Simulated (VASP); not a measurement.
# Ir (Fm-3m) in VASP: further runs

Ir is run at these levels: PBEsol; tasks: single point.

All numbers are computed with VASP 6.6.1; they aren't measurements. Logs are shortened: lines on timing, memory, paths and dates and some standing lists are left out, and cuts for length are marked.

**1. The cell of the first run**

Symmetry: Fm-3m, No. 225, cubic system. Conventional cell: a = 3.785 Å, b = 3.785 Å, c = 3.785 Å, α = 90.00°, β = 90.00°, γ = 90.00°. Within 3.5 Å of Ir (site symmetry m-3m) lie 12 Ir at 2.68 Å.

**2. Single point, PBEsol**

Contents of INCAR:

```
SYSTEM = Ir
ALGO = Normal
EDIFF = 1E-6
ENCUT = 520
GGA = PS
ISIF = 2
ISMEAR = -1
LASPH = .TRUE.
LCHARG = .TRUE.
LELF = .TRUE.
LREAL = .FALSE.
LVHAR = .TRUE.
LWAVE = .FALSE.
NBANDS = 10
NELM = 100
PREC = Accurate
SIGMA = 0.05
```

Contents of KPOINTS:

```
k-points
0
G
  24 24 24
  0 0 0
```

Contents of POSCAR:

```
Ir
1.0
    0.0000000000      1.8927078395      1.8927078395
    1.8927078395      0.0000000000      1.8927078395
    1.8927078395      1.8927078395      0.0000000000
Ir
1
Direct
    0.0000000000      0.0000000000      0.0000000000
```

Potentials or basis: VASP PAW PBE potentials, release 64 (Ir).

Launch:

```sh
cat potpaw_PBE.64/Ir/POTCAR > POTCAR
mpirun -np 1 vasp_std > vasp.out
```

OUTCAR:

```text
SYSTEM = Ir
   EDIFF = 1E-6
   ENCUT = 520
   GGA = PS
   ISIF = 2
   ISMEAR = -1
   LASPH = .TRUE.
   LREAL = .FALSE.
   NELM = 100
   PREC = Accurate

 ion  position               nearest neighbor table
   1  0.000  0.000  0.000-

  LATTYP: Found a face centered cubic cell.
 ALAT       =     3.7854156790

  Lattice vectors:

 A1 = (   0.0000000000,   1.8927078395,   1.8927078395)
 A2 = (   1.8927078395,   0.0000000000,   1.8927078395)
 A3 = (   1.8927078395,   1.8927078395,   0.0000000000)

Analysis of symmetry for initial positions (statically):
=====================================================================
 Subroutine PRICEL returns:
 Original cell was already a primitive cell.

 Routine SETGRP: Setting up the symmetry group for a
 face centered cubic supercell.

 Subroutine GETGRP returns: Found 48 space group operations
 (whereof 48 operations were pure point group operations)
 out of a pool of 48 trial point group operations.

The static configuration has the point symmetry O_h .

Analysis of symmetry for dynamics (positions and initial velocities):
=====================================================================
 Subroutine PRICEL returns:
 Original cell was already a primitive cell.

 Routine SETGRP: Setting up the symmetry group for a
 face centered cubic supercell.

 Subroutine GETGRP returns: Found 48 space group operations
 (whereof 48 operations were pure point group operations)
 out of a pool of 48 trial point group operations.

The dynamic configuration has the point symmetry O_h .

 Subroutine INISYM returns: Found 48 space group operations
 (whereof 48 operations are pure point group operations),
 and found     1 'primitive' translations

----------------------------------------------------------------------------------------

                                     Primitive cell

  volume of cell :      13.5607

  direct lattice vectors                    reciprocal lattice vectors
     0.000000000  1.892707840  1.892707840    -0.264171781  0.264171781  0.264171781
     1.892707840  0.000000000  1.892707840     0.264171781 -0.264171781  0.264171781
     1.892707840  1.892707840  0.000000000     0.264171781  0.264171781 -0.264171781

  length of vectors
     2.676693096  2.676693096  2.676693096     0.457558946  0.457558946  0.457558946

  position of ions in fractional coordinates (direct lattice)
     0.000000000  0.000000000  0.000000000

  ion indices of the primitive-cell ions
   primitive index   ion index
                 1           1

----------------------------------------------------------------------------------------

 KPOINTS: k-points

Automatic generation of k-mesh.
 Grid dimensions read from file:
 generate k-points for:   24   24   24

 Generating k-lattice:

  Cartesian coordinates                     Fractional coordinates (reciprocal lattice)
    -0.011007158  0.011007158  0.011007158     0.041666667  0.000000000  0.000000000
     0.011007158 -0.011007158  0.011007158     0.000000000  0.041666667  0.000000000
     0.011007158  0.011007158 -0.011007158     0.000000000  0.000000000  0.041666667

  Length of vectors
     0.019064956  0.019064956  0.019064956

  Shift w.r.t. Gamma in fractional coordinates (k-lattice)
     0.000000000  0.000000000  0.000000000

 Subroutine IBZKPT returns following result:
 ===========================================

 Found    413 irreducible k-points:

 Following reciprocal coordinates:
            Coordinates               Weight
  0.000000  0.000000  0.000000      1.000000
  0.041667  0.000000  0.000000      8.000000
  0.083333  0.000000  0.000000      8.000000
  0.125000  0.000000  0.000000      8.000000
  0.166667  0.000000  0.000000      8.000000
  0.208333  0.000000  0.000000      8.000000
[... 16 lines left out ...]
  0.416667  0.041667  0.000000     24.000000
  0.458333  0.041667  0.000000     24.000000
 [... further k-points ...]
   k-points           NKPTS =    413   k-points in BZ     NKDIM =    413   number of bands    NBANDS=     10
   number of dos      NEDOS =    301   number of ions     NIONS =      1
   total plane-waves  NPLWV =   8000
   dimension x,y,z NGX =    20 NGY =   20 NGZ =   20
   dimension x,y,z NGXF=    40 NGYF=   40 NGZF=   40
   ions per type =               1
   NGX,Y,Z   is equivalent  to a cutoff of  12.42, 12.42, 12.42 a.u.
   NGXF,Y,Z  is equivalent  to a cutoff of  24.84, 24.84, 24.84 a.u.
 SYSTEM =  Ir
   PREC   = accura    normal or accurate (medium, high low for compatibility)
   ISTART =      0    job   : 0-new  1-cont  2-samecut
   ICHARG =      2    charge: 1-file 2-atom 10-const
   ISPIN  =      1    spin polarized calculation?
   LNONCOLLINEAR =      F non collinear calculations
   LSORBIT =      F    spin-orbit coupling
   LASPH  =      T    aspherical Exc in radial PAW
   ENCUT  =  520.0 eV  38.22 Ry    6.18 a.u.   4.98  4.98  4.98*2*pi/ulx,y,z
   NELM   =    100;   NELMIN=  2; NELMDL= -5     # of ELM steps
   EDIFF  = 0.1E-05   stopping-criterion for ELM
   LREAL  =      F    real-space projection
[... 7 lines left out ...]
   TEBEG  =    0.0;   TEEND  =   0.0 temperature during run
   PSTRESS=    0.0 pullay stress
   NELECT =       9.0000    total number of electrons
   NUPDOWN=      -1.0000    fix difference up-down
   EMIN   =  10.00;   EMAX   =-10.00  energy-range for DOS
   EFERMI =   0.00;   METHOD = LEGACY
   ISMEAR =    -1;   SIGMA  =   0.05  broadening in eV -4-tet -1-fermi 0-gaus
   EFERMI_NEDOS =   21; number of points for ismear=-14 and -15
   IALGO  =     38    algorithm
   IMIX   =      4    mixing-type and parameters
     AMIX     =   0.40;   BMIX     =  1.00
     AMIX_MAG =   1.60;   BMIX_MAG =  1.00
  volume/ion in A,a.u.               =      13.56        91.51
  Fermi-wavevector in a.u.,A,eV,Ry     =   1.428002  2.698532 27.744853  2.039189
  Thomas-Fermi vector in A             =   2.548111
   LORBIT       =      0    0 simple, 1 ext, 2 COOP (PROOUT), +10 PAW based schemes
   GGA     = PS    functional components
   LHFCALC =     F    Hartree Fock is set to
   AEXX    =    0.0000 exact exchange contribution
   IVDW    =     0    specifies the selected vdW correction
   LEPSILON=     F    determine dielectric tensor
   LRPA    =     F    only Hartree local field effects (RPA)
 non-spin polarized calculation
  energy-cutoff  :      520.00
  volume of cell :       13.56
 maximum number of plane-waves:       380
   NGX =  9   NGY =  9   NGZ =  9

 number of electron       9.0000001 magnetization

 Free energy of the ion-electron system (eV)
  ---------------------------------------------------
  ext. energy  EPLUGINS =         0.00000000
  ---------------------------------------------------
  free energy    TOTEN  =        -9.79683702 eV

  energy without entropy =       -9.78968090  energy(sigma->0) =       -9.79325896

 E-fermi :  11.0048     XC(G=0): -14.3510

 val. band max:       11.0026915587   @ k =   0.4167   0.0833   0.0417
 cond. band min:      11.0114401995   @ k =  -0.3750   0.1250   0.0000
 fundamental gap:      0.0087486408
 Fermi energy:        11.0047517720

 k-point     1 :       0.0000    0.0000    0.0000
  band No.  band energies     occupation
      1      -0.6574      2.00000
      2       6.8360      2.00000
      3       6.8360      2.00000
      4       6.8360      2.00000
      5       9.7401      2.00000
      6       9.7401      2.00000
      7      25.2246      0.00000
      8      31.0550      0.00000
      9      31.0550      0.00000
     10      31.0550      0.00000

 k-point     2 :       0.0417    0.0000    0.0000
  band No.  band energies     occupation
      1      -0.5760      2.00000
      2       6.7902      2.00000
      3       6.8724      2.00000
      4       6.8724      2.00000
      5       9.7151      2.00000
      6       9.7151      2.00000
      7      25.3696      0.00000
      8      30.5931      0.00000
      9      31.1916      0.00000
     10      31.1916      0.00000

 k-point     3 :       0.0833    0.0000    0.0000
  band No.  band energies     occupation
      1      -0.3366      2.00000
      2       6.6641      2.00000
      3       6.9744      2.00000
      4       6.9744      2.00000
      5       9.6507      2.00000
      6       9.6507      2.00000
      7      25.7851      0.00000
      8      29.5781      0.00000
      9      31.5943      0.00000
     10      31.5943      0.00000

 k-point     4 :       0.1250    0.0000    0.0000
  band No.  band energies     occupation
      1       0.0453      2.00000
      2       6.4905      2.00000
      3       7.1175      2.00000
      4       7.1175      2.00000
      5       9.5808      2.00000
      6       9.5808      2.00000
      7      26.4027      0.00000
      8      28.4271      0.00000
      9      32.2424      0.00000
     10      32.2424      0.00000
[... 222 lines left out ...]
 k-point    22 :       0.3750    0.0417    0.0000
  band No.  band energies     occupation
      1       2.4379      2.00000
      2       6.9030      2.00000
      3       7.0563      2.00000
      4       7.6369      2.00000
      5      11.0023      1.02439
      6      11.3244      0.00334
      7      21.7235      0.00000
      8      26.1693      0.00000
      9      32.5833      0.00000
     10      33.5676      0.00000

 k-point    23 :       0.4167    0.0417    0.0000
  band No.  band energies     occupation
      1       2.4761      2.00000
      2       6.7761      2.00000
      3       6.9313      2.00000
      4       8.4983      2.00000
      5      11.5500      0.00004
      6      11.6886      0.00000
      7      20.4125      0.00000
      8      25.5150      0.00000
      9      31.7393      0.00000
     10      32.4449      0.00000

 k-point    24 :       0.4583    0.0417    0.0000
  band No.  band energies     occupation
      1       2.4725      2.00000
      2       6.6912      2.00000
      3       6.8384      2.00000
      4       9.2655      2.00000
      5      11.9258      0.00000
      6      12.0266      0.00000
      7      19.2977      0.00000
      8      25.1014      0.00000
      9      31.2041      0.00000
     10      31.5759      0.00000

 [... further k-points ...]

------------------------ aborting loop because EDIFF is reached ----------------------------------------

  FORCE on cell =-STRESS in cart. coord.  units (eV):
  Direction    XX          YY          ZZ          XY          YZ          ZX
  --------------------------------------------------------------------------------------
  -------------------------------------------------------------------------------------
  Total        1.3803757      1.3803757      1.3803757      0.0000000      0.0000000      0.0000000
  in kB      163.0899293    163.0899293    163.0899293      0.0000000      0.0000000      0.0000000
  external PRESSURE =     163.0899293 kB  Pullay stress =       0.0000000 kB

 VOLUME and BASIS-vectors are now :
 -----------------------------------------------------------------------------
  energy-cutoff  :      520.00
  volume of cell :       13.56
      direct lattice vectors                 reciprocal lattice vectors
     0.000000000  1.892707840  1.892707840    -0.264171781  0.264171781  0.264171781
     1.892707840  0.000000000  1.892707840     0.264171781 -0.264171781  0.264171781
     1.892707840  1.892707840  0.000000000     0.264171781  0.264171781 -0.264171781

 POSITION                                       TOTAL-FORCE (eV/Angst)
 -----------------------------------------------------------------------------------
      0.00000      0.00000      0.00000        -0.000000      0.000000     -0.000000
 -----------------------------------------------------------------------------------
    total drift:                                0.000000     -0.000000     -0.000000

  FREE ENERGIE OF THE ION-ELECTRON SYSTEM (eV)
  ---------------------------------------------------
  free  energy   TOTEN  =        -9.7968370208 eV

  energy  without entropy=       -9.7896808953  energy(sigma->0) =       -9.79325896
```

Wall time 70 s (1 thread of Intel Xeon 8259CL, shared host); peak memory 0.18 GiB.

Results:

* Free energy: -9.7968 eV
* Pressure: 16.3 GPa
* Band gap on the k mesh: zero (an odd number of electrons rules out a gap without spin polarisation)

Caveat: the cell stands under pressure; the PAW data sets were made with another functional, which shifts forces and pressure a little; spin-orbit coupling is left out, which moves the levels of the heavy elements.

**3. Single point, PBEsol**

This run uses another cell than the first one, of 13.71 Å³/atom.

Contents of INCAR:

```
SYSTEM = Ir
  PREC = Accurate
  ENCUT = 520
  EDIFF = 1E-6
  ISMEAR = -1
  SIGMA = 0.05
  LREAL = .False.
  LASPH = .True.
  NELM = 60
  ALGO = Normal
  ISIF = 2
  LWAVE = .False.
  LCHARG = .False.
  GGA = PS
  NBANDS = 10
```

Contents of KPOINTS:

```
regular mesh
0
Gamma
  24 24 24
  0 0 0
```

Contents of POSCAR:

```
Ir
1.0
    0.0000000000      1.8997604892      1.8997604892
    1.8997604892      0.0000000000      1.8997604892
    1.8997604892      1.8997604892      0.0000000000
Ir
1
Direct
    0.0000000000      0.0000000000      0.0000000000
```

Potentials or basis: VASP PAW PBE potentials, release 64 (Ir).

Launch:

```sh
cat potpaw_PBE.64/Ir/POTCAR > POTCAR
mpirun -np 1 vasp_std > vasp.out
```

OUTCAR:

```text
SYSTEM = Ir
   PREC = Accurate
   ENCUT = 520
   EDIFF = 1E-6
   ISMEAR = -1
   LREAL = .False.
   LASPH = .True.
   NELM = 60
   ISIF = 2
   GGA = PS

 ion  position               nearest neighbor table
   1  0.000  0.000  0.000-

  LATTYP: Found a face centered cubic cell.
 ALAT       =     3.7995209784

  Lattice vectors:

 A1 = (   0.0000000000,   1.8997604892,   1.8997604892)
 A2 = (   1.8997604892,   0.0000000000,   1.8997604892)
 A3 = (   1.8997604892,   1.8997604892,   0.0000000000)

Analysis of symmetry for initial positions (statically):
=====================================================================
 Subroutine PRICEL returns:
 Original cell was already a primitive cell.

 Routine SETGRP: Setting up the symmetry group for a
 face centered cubic supercell.

 Subroutine GETGRP returns: Found 48 space group operations
 (whereof 48 operations were pure point group operations)
 out of a pool of 48 trial point group operations.

The static configuration has the point symmetry O_h .

Analysis of symmetry for dynamics (positions and initial velocities):
[... 160 lines left out ...]
 fundamental gap:      0.0081986043
 Fermi energy:        10.8025059481

 k-point     1 :       0.0000    0.0000    0.0000
  band No.  band energies     occupation
      1      -0.7351      2.00000
      2       6.7047      2.00000
      3       6.7047      2.00000
      4       6.7047      2.00000
      5       9.5581      2.00000
      6       9.5581      2.00000
      7      25.0493      0.00000
      8      30.8115      0.00000
      9      30.8115      0.00000
     10      30.8115      0.00000
[... 287 lines left out ...]
 k-point    24 :       0.4583    0.0417    0.0000
  band No.  band energies     occupation
      1       2.3926      2.00000
      2       6.5645      2.00000
      3       6.7090      2.00000
      4       9.0958      2.00000
      5      11.7041      0.00000
      6      11.8075      0.00000
      7      18.9797      0.00000
      8      24.9145      0.00000
      9      30.8992      0.00000
     10      31.2656      0.00000

 [... further k-points ...]

------------------------ aborting loop because EDIFF is reached ----------------------------------------

  FORCE on cell =-STRESS in cart. coord.  units (eV):
  Direction    XX          YY          ZZ          XY          YZ          ZX
  --------------------------------------------------------------------------------------
  -------------------------------------------------------------------------------------
  Total        0.9588460      0.9588460      0.9588460      0.0000000     -0.0000000      0.0000000
  in kB      112.0296268    112.0296268    112.0296268      0.0000000     -0.0000000      0.0000000
  external PRESSURE =     112.0296268 kB  Pullay stress =       0.0000000 kB

 VOLUME and BASIS-vectors are now :
 -----------------------------------------------------------------------------
  energy-cutoff  :      520.00
  volume of cell :       13.71
      direct lattice vectors                 reciprocal lattice vectors
     0.000000000  1.899760489  1.899760489    -0.263191072  0.263191072  0.263191072
     1.899760489  0.000000000  1.899760489     0.263191072 -0.263191072  0.263191072
     1.899760489  1.899760489  0.000000000     0.263191072  0.263191072 -0.263191072

 POSITION                                       TOTAL-FORCE (eV/Angst)
 -----------------------------------------------------------------------------------
      0.00000      0.00000      0.00000        -0.000000     -0.000000     -0.000000
 -----------------------------------------------------------------------------------
    total drift:                                0.000000      0.000000      0.000000

  FREE ENERGIE OF THE ION-ELECTRON SYSTEM (eV)
  ---------------------------------------------------
  free  energy   TOTEN  =        -9.8099406281 eV

  energy  without entropy=       -9.8026504081  energy(sigma->0) =       -9.80629552
```

It took 68 s on 1 thread of Intel Xeon 8259CL, shared host; peak memory 0.18 GiB.

Results:

```
Free energy            : -9.8099 eV
Pressure               : 11.2 GPa
Band gap on the k mesh : zero (an odd number of electrons rules out a gap without spin polarisation)
```

Levels at points of the mesh, in eV from the Fermi level:
| k point | band 1 | band 2 | band 3 | band 4 | band 5 | band 6 | band 7 | band 8 |
| --- | --- | --- | --- | --- | --- | --- | --- | --- |
| (0.00, 0.00, 0.00) | -11.54 | -4.10 | -4.10 | -4.10 | -1.24 | -1.24 | 14.25 | 20.01 |
| (0.50, 0.00, 0.00) | -8.49 | -4.21 | -4.21 | -0.90 | 0.96 | 0.96 | 7.55 | 13.78 |
| (0.50, 0.50, 0.00) | -8.32 | -7.72 | 0.94 | 1.57 | 1.57 | 1.64 | 10.90 | 11.81 |

Caveat: the cell stands under pressure; the PAW data sets were made with another functional, which shifts forces and pressure a little; spin-orbit coupling is left out, which moves the levels of the heavy elements.

**4. Single point, PBEsol**

This run uses another cell than the first one, of 13.91 Å³/atom.

Contents of INCAR:

```
SYSTEM = Ir
PREC = Accurate
ENCUT = 520
EDIFF = 1E-6
ISMEAR = -1
SIGMA = 0.05
LREAL = .False.
LASPH = .True.
NELM = 100
ALGO = Normal
ISIF = 2
LWAVE = .False.
LCHARG = .False.
GGA = PS
NBANDS = 10
```

Contents of KPOINTS:

```
Automatic mesh
0
Gamma
  24 24 24
  0 0 0
```

Contents of POSCAR:

```
Ir
1.0
    0.0000000000      1.9087828396      1.9087828396
    1.9087828396      0.0000000000      1.9087828396
    1.9087828396      1.9087828396      0.0000000000
Ir
1
Direct
    0.0000000000      0.0000000000      0.0000000000
```

Launch:

```sh
cat potpaw_PBE.64/Ir/POTCAR > POTCAR
mpirun -np 1 vasp_std > vasp.out
```

Wall time 70 s (1 thread of Intel Xeon 8259CL, shared host); peak memory 0.18 GiB.

The run converged. Its results:

```
Free energy            : -9.8200 eV
Pressure               : 5.1 GPa
Band gap on the k mesh : zero (an odd number of electrons rules out a gap without spin polarisation)
```

Levels at points of the mesh, in eV from the Fermi level:
| k point | band 1 | band 2 | band 3 | band 4 | band 5 | band 6 | band 7 | band 8 | band 9 |
| --- | --- | --- | --- | --- | --- | --- | --- | --- | --- |
| (0.00, 0.00, 0.00) | -11.38 | -4.01 | -4.01 | -4.01 | -1.22 | -1.22 | 14.28 | 19.96 | 19.96 |
| (0.50, 0.00, 0.00) | -8.33 | -4.11 | -4.11 | -0.87 | 0.93 | 0.93 | 7.40 | 13.81 | 19.90 |
| (0.50, 0.50, 0.00) | -8.15 | -7.56 | 0.91 | 1.52 | 1.52 | 1.64 | 10.70 | 11.74 | 11.74 |

Caveat: the cell stands under pressure; the PAW data sets were made with another functional, which shifts forces and pressure a little; spin-orbit coupling is left out, which moves the levels of the heavy elements.

**5. Overview**

```csv
cell,gap on the mesh (eV),pressure (GPa)
"a = 2.677 Å, angles 60.0°, 1 atom",none,16.3
"a = 2.687 Å, angles 60.0°, 1 atom",none,11.2
"a = 2.699 Å, angles 60.0°, 1 atom",none,5.1
```

Alike in all rows: task single point; level PBEsol; potentials or basis VASP PAW PBE potentials, release 64 (Ir); no spin polarisation; k mesh 24 × 24 × 24; cutoff (eV) 520; smearing fermi-dirac 0.05 eV.

Caveats: the cell stands under pressure; the PAW data sets were made with another functional, which shifts forces and pressure a little; spin-orbit coupling is left out, which moves the levels of the heavy elements.

Total energies depend on the potentials used, so only differences within one code and one set of settings carry meaning.
